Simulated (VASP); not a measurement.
# Sn (C2/c) in VASP: single point with LDA

Aim: the single point of Sn with LDA.

Program: VASP 6.6.1. These are calculated values, not measurements. Logs are shortened: lines on timing, memory, paths and dates and some standing lists are left out, and cuts for length are marked.

## 1. The cell of the first run

The typed cell holds 2 atoms: a = 4.387 Å, b = 4.387 Å, c = 4.384 Å, α = 97.23°, β = 97.23°, γ = 138.40°.

## 2. Single point, LDA

Input file INCAR:

```
SYSTEM = Sn
PREC = Accurate
ENCUT = 520
EDIFF = 1E-6
ISMEAR = -1
SIGMA = 0.1
LREAL = .FALSE.
LASPH = .TRUE.
NELM = 80
ALGO = Normal
ISIF = 2
LWAVE = .FALSE.
LCHARG = .FALSE.
NBANDS = 21
```

Input file KPOINTS:

```
Automatic mesh
0
G
  17 17 11
  0 0 0
```

Input file POSCAR:

```
Sn
1.0
   -2.8994216605      2.9008009606      1.5581694818
    2.9008009606     -2.8994216605      1.5581694818
    2.8985835788      2.8985835788     -1.5556411493
Sn
2
Direct
    0.0000164062      0.9999835938      0.0000000000
    0.7499835938      0.2500164062      0.5000000000
```

Potentials or basis: VASP PAW LDA potentials, release 64 (Sn_d).

Run with:

```console
cat potpaw_LDA.64/Sn_d/POTCAR > POTCAR
mpirun -np 1 vasp_std > vasp.out
```

OUTCAR:

```text
SYSTEM = Sn
   PREC = Accurate
   ENCUT = 520
   EDIFF = 1E-6
   ISMEAR = -1
   LREAL = .FALSE.
   LASPH = .TRUE.
   NELM = 80
   ISIF = 2

 ion  position               nearest neighbor table
   1  0.000  1.000  0.000-   2 3.00   2 3.00   2 3.00   2 3.00   2 3.72   2 3.72   2 3.73   2 3.73

   2  0.750  0.250  0.500-   1 3.00   1 3.00   1 3.00   1 3.00   1 3.72   1 3.72   1 3.73   1 3.73

  LATTYP: Found a base centered monoclinic cell.
 ALAT       =     3.1163395741
 B/A-ratio  =     2.6321757628
 C/A-ratio  =     1.4069300504
 COS(beta)  =    -0.3542216887

  Lattice vectors:

 A1 = (  -2.8994216605,   2.9008009606,   1.5581694818)
 A2 = (   2.9008009606,  -2.8994216605,   1.5581694818)
 A3 = (   2.8985835788,   2.8985835788,  -1.5556411493)

Analysis of symmetry for initial positions (statically):
=====================================================================
 Subroutine PRICEL returns:
 Original cell was already a primitive cell.

 Routine SETGRP: Setting up the symmetry group for a
 base centered monoclinic supercell.

 Subroutine GETGRP returns: Found  4 space group operations
 (whereof  2 operations were pure point group operations)
 out of a pool of  4 trial point group operations.

The static configuration has the point symmetry C_2 .
 The point group associated with its full space group is C_2h.

Analysis of symmetry for dynamics (positions and initial velocities):
=====================================================================
 Subroutine PRICEL returns:
 Original cell was already a primitive cell.

 Routine SETGRP: Setting up the symmetry group for a
 base centered monoclinic supercell.

 Subroutine GETGRP returns: Found  4 space group operations
 (whereof  2 operations were pure point group operations)
 out of a pool of  4 trial point group operations.

The dynamic configuration has the point symmetry C_2 .
 The point group associated with its full space group is C_2h.

 Subroutine INISYM returns: Found  4 space group operations
 (whereof  2 operations are pure point group operations),
 and found     1 'primitive' translations

----------------------------------------------------------------------------------------

                                     Primitive cell

  volume of cell :      52.4057

  direct lattice vectors                    reciprocal lattice vectors
    -2.899421660  2.900800961  1.558169482    -0.000114965  0.172292210  0.320813149
     2.900800961 -2.899421660  1.558169482     0.172292210 -0.000114965  0.320813149
     2.898583579  2.898583579 -1.555641149     0.172457079  0.172457079 -0.000152660

  length of vectors
     4.387389236  4.387389236  4.384471794     0.364150649  0.364150649  0.243891188

  position of ions in fractional coordinates (direct lattice)
     0.000016406  0.999983594  1.000000000
     0.749983594  0.250016406  0.500000000

  ion indices of the primitive-cell ions
   primitive index   ion index
                 1           1
                 2           2

----------------------------------------------------------------------------------------

 KPOINTS: Automatic mesh

Automatic generation of k-mesh.
 Grid dimensions read from file:
 generate k-points for:   17   17   11

 Generating k-lattice:

  Cartesian coordinates                     Fractional coordinates (reciprocal lattice)
    -0.000006763  0.010134836  0.018871362     0.058823529 -0.000000000  0.000000000
     0.010134836 -0.000006763  0.018871362    -0.000000000  0.058823529  0.000000000
     0.015677916  0.015677916 -0.000013878     0.000000000  0.000000000  0.090909091

  Length of vectors
     0.021420626  0.021420626  0.022171926

  Shift w.r.t. Gamma in fractional coordinates (k-lattice)
     0.000000000  0.000000000  0.000000000

 Subroutine IBZKPT returns following result:
 ===========================================

 Found    846 irreducible k-points:

 Following reciprocal coordinates:
            Coordinates               Weight
  0.000000  0.000000  0.000000      1.000000
  0.058824  0.000000  0.000000      4.000000
  0.117647  0.000000  0.000000      4.000000
  0.176471  0.000000  0.000000      4.000000
  0.235294  0.000000  0.000000      4.000000
  0.294118  0.000000  0.000000      4.000000
[... 16 lines left out ...]
 -0.176471  0.058824 -0.000000      4.000000
 -0.117647  0.058824 -0.000000      4.000000
 [... further k-points ...]
   k-points           NKPTS =    846   k-points in BZ     NKDIM =    846   number of bands    NBANDS=     21
   number of dos      NEDOS =    301   number of ions     NIONS =      2
   total plane-waves  NPLWV =  46656
   dimension x,y,z NGX =    36 NGY =   36 NGZ =   36
   dimension x,y,z NGXF=    72 NGYF=   72 NGZF=   72
   ions per type =               2
   NGX,Y,Z   is equivalent  to a cutoff of  13.64, 13.64, 13.65 a.u.
   NGXF,Y,Z  is equivalent  to a cutoff of  27.28, 27.28, 27.30 a.u.
 SYSTEM =  Sn
   PREC   = accura    normal or accurate (medium, high low for compatibility)
   ISTART =      0    job   : 0-new  1-cont  2-samecut
   ICHARG =      2    charge: 1-file 2-atom 10-const
   ISPIN  =      1    spin polarized calculation?
   LNONCOLLINEAR =      F non collinear calculations
   LSORBIT =      F    spin-orbit coupling
   LASPH  =      T    aspherical Exc in radial PAW
   ENCUT  =  520.0 eV  38.22 Ry    6.18 a.u.   8.16  8.16  8.15*2*pi/ulx,y,z
   NELM   =     80;   NELMIN=  2; NELMDL= -5     # of ELM steps
   EDIFF  = 0.1E-05   stopping-criterion for ELM
   LREAL  =      F    real-space projection
   EDIFFG = 0.1E-04   stopping-criterion for IOM
   NSW    =      0    number of steps for IOM
   IBRION =     -1    ionic relax: 0-MD 1-quasi-New 2-CG
   NFREE  =      0    steps in history (QN), initial steepest desc. (CG)
   ISIF   =      2    stress and relaxation
   ISYM   =      2    0-nonsym 1-usesym 2-fastsym
   POTIM  = 0.5000    time-step for ionic-motion
   TEBEG  =    0.0;   TEEND  =   0.0 temperature during run
   PSTRESS=    0.0 pullay stress
   NELECT =      28.0000    total number of electrons
   NUPDOWN=      -1.0000    fix difference up-down
   EMIN   =  10.00;   EMAX   =-10.00  energy-range for DOS
   EFERMI =   0.00;   METHOD = LEGACY
   ISMEAR =    -1;   SIGMA  =   0.10  broadening in eV -4-tet -1-fermi 0-gaus
   EFERMI_NEDOS =   21; number of points for ismear=-14 and -15
   IALGO  =     38    algorithm
   IMIX   =      4    mixing-type and parameters
     AMIX     =   0.40;   BMIX     =  1.00
     AMIX_MAG =   1.60;   BMIX_MAG =  1.00
  volume/ion in A,a.u.               =      26.20       176.83
  Fermi-wavevector in a.u.,A,eV,Ry     =   1.328418  2.510346 24.010122  1.764694
  Thomas-Fermi vector in A             =   2.457657
   LORBIT       =      0    0 simple, 1 ext, 2 COOP (PROOUT), +10 PAW based schemes
   GGA     = CA    functional components
   LHFCALC =     F    Hartree Fock is set to
   AEXX    =    0.0000 exact exchange contribution
   IVDW    =     0    specifies the selected vdW correction
   LEPSILON=     F    determine dielectric tensor
   LRPA    =     F    only Hartree local field effects (RPA)
 non-spin polarized calculation
  energy-cutoff  :      520.00
  volume of cell :       52.41
 maximum number of plane-waves:      1427
 NGX is ok and might be reduce to    36
   NGX = 17   NGY = 17   NGZ = 17

 number of electron      28.0000007 magnetization

 Free energy of the ion-electron system (eV)
  ---------------------------------------------------
  ext. energy  EPLUGINS =         0.00000000
  ---------------------------------------------------
  free energy    TOTEN  =        -8.99568088 eV

  energy without entropy =       -8.96671494  energy(sigma->0) =       -8.98119791

 E-fermi :   8.1194     XC(G=0): -10.7124

 val. band max:        8.1160765878   @ k =  -0.1765  -0.2941   0.2727
 cond. band min:       8.1206122106   @ k =  -0.0588  -0.3529   0.1818
 fundamental gap:      0.0045356229
 Fermi energy:         8.1194087086

 k-point     1 :       0.0000    0.0000    0.0000
  band No.  band energies     occupation
      1     -13.4621      2.00000
      2     -13.3815      2.00000
      3     -13.3242      2.00000
      4     -13.3232      2.00000
      5     -13.1344      2.00000
      6     -13.1342      2.00000
[... 13 lines left out ...]
     20      18.1174      0.00000
     21      18.8433      0.00000

 k-point     2 :       0.0588    0.0000    0.0000
  band No.  band energies     occupation
      1     -13.4597      2.00000
      2     -13.3728      2.00000
      3     -13.3213      2.00000
      4     -13.3128      2.00000
      5     -13.1412      2.00000
      6     -13.1406      2.00000
[... 13 lines left out ...]
     20      18.1103      0.00000
     21      18.4376      0.00000

 k-point     3 :       0.1176    0.0000    0.0000
  band No.  band energies     occupation
      1     -13.4523      2.00000
      2     -13.3483      2.00000
      3     -13.3129      2.00000
      4     -13.2846      2.00000
      5     -13.1570      2.00000
      6     -13.1520      2.00000
[... 13 lines left out ...]
     20      17.2454      0.00000
     21      17.2693      0.00000

 k-point     4 :       0.1765    0.0000    0.0000
  band No.  band energies     occupation
      1     -13.4402      2.00000
      2     -13.3136      2.00000
      3     -13.3003      2.00000
      4     -13.2487      2.00000
      5     -13.1776      2.00000
      6     -13.1586      2.00000
[... 13 lines left out ...]
     20      16.3722      0.00000
     21      16.6714      0.00000

 k-point     5 :       0.2353    0.0000    0.0000
  band No.  band energies     occupation
      1     -13.4251      2.00000
      2     -13.2855      2.00000
      3     -13.2799      2.00000
      4     -13.2269      2.00000
      5     -13.1993      2.00000
      6     -13.1534      2.00000
[... 13 lines left out ...]
     20      15.6807      0.00000
     21      16.7510      0.00000
[... 382 lines left out ...]
     20      16.0748      0.00000
     21      16.6436      0.00000

 k-point    22 :      -0.2353    0.0588   -0.0000
  band No.  band energies     occupation
      1     -13.4297      2.00000
      2     -13.3168      2.00000
      3     -13.2915      2.00000
      4     -13.2599      2.00000
      5     -13.1754      2.00000
      6     -13.1502      2.00000
[... 13 lines left out ...]
     20      16.5916      0.00000
     21      16.7844      0.00000

 k-point    23 :      -0.1765    0.0588   -0.0000
  band No.  band energies     occupation
      1     -13.4435      2.00000
      2     -13.3500      2.00000
      3     -13.3055      2.00000
      4     -13.2912      2.00000
      5     -13.1566      2.00000
      6     -13.1462      2.00000
[... 13 lines left out ...]
     20      17.2829      0.00000
     21      17.5770      0.00000

 k-point    24 :      -0.1176    0.0588   -0.0000
  band No.  band energies     occupation
      1     -13.4534      2.00000
      2     -13.3737      2.00000
      3     -13.3169      2.00000
      4     -13.3156      2.00000
      5     -13.1426      2.00000
      6     -13.1373      2.00000
[... 13 lines left out ...]
     20      18.2490      0.00000
     21      18.5303      0.00000

 [... further k-points ...]

------------------------ aborting loop because EDIFF is reached ----------------------------------------

  FORCE on cell =-STRESS in cart. coord.  units (eV):
  Direction    XX          YY          ZZ          XY          YZ          ZX
  --------------------------------------------------------------------------------------
  -------------------------------------------------------------------------------------
  Total       -0.0765229     -0.0765229      0.1418575      0.0089978     -0.0132231     -0.0132231
  in kB       -2.3395024     -2.3395024      4.3369504      0.2750862     -0.4042646     -0.4042649
  external PRESSURE =      -0.1140181 kB  Pullay stress =       0.0000000 kB

 VOLUME and BASIS-vectors are now :
 -----------------------------------------------------------------------------
  energy-cutoff  :      520.00
  volume of cell :       52.41
      direct lattice vectors                 reciprocal lattice vectors
    -2.899421660  2.900800961  1.558169482    -0.000114965  0.172292210  0.320813149
     2.900800961 -2.899421660  1.558169482     0.172292210 -0.000114965  0.320813149
     2.898583579  2.898583579 -1.555641149     0.172457079  0.172457079 -0.000152660

 POSITION                                       TOTAL-FORCE (eV/Angst)
 -----------------------------------------------------------------------------------
      2.90071     -2.89933      1.55817         0.001233     -0.001233     -0.000000
      0.00002      2.89994      0.78035        -0.001233      0.001233      0.000000
 -----------------------------------------------------------------------------------
    total drift:                               -0.000000     -0.000000     -0.000000

  FREE ENERGIE OF THE ION-ELECTRON SYSTEM (eV)
  ---------------------------------------------------
  free  energy   TOTEN  =        -8.9956808752 eV

  energy  without entropy=       -8.9667149373  energy(sigma->0) =       -8.98119791
```

Wall time 22 min (1 thread of Intel Xeon 8259CL, shared host); peak memory 0.75 GiB.

What came out:

| Property | Result |
| --- | --- |
| Free energy | -8.9957 eV |
| Pressure | 0.0 GPa |
| Band gap on the k mesh | zero (bands 14 and 15 overlap by 4.28 eV) |

Stress tensor (GPa, compression positive):
```
-0.23  0.03 -0.04
 0.03 -0.23 -0.04
-0.04 -0.04  0.43
```

Caveat: spin-orbit coupling is left out, which moves the levels of the heavy elements.
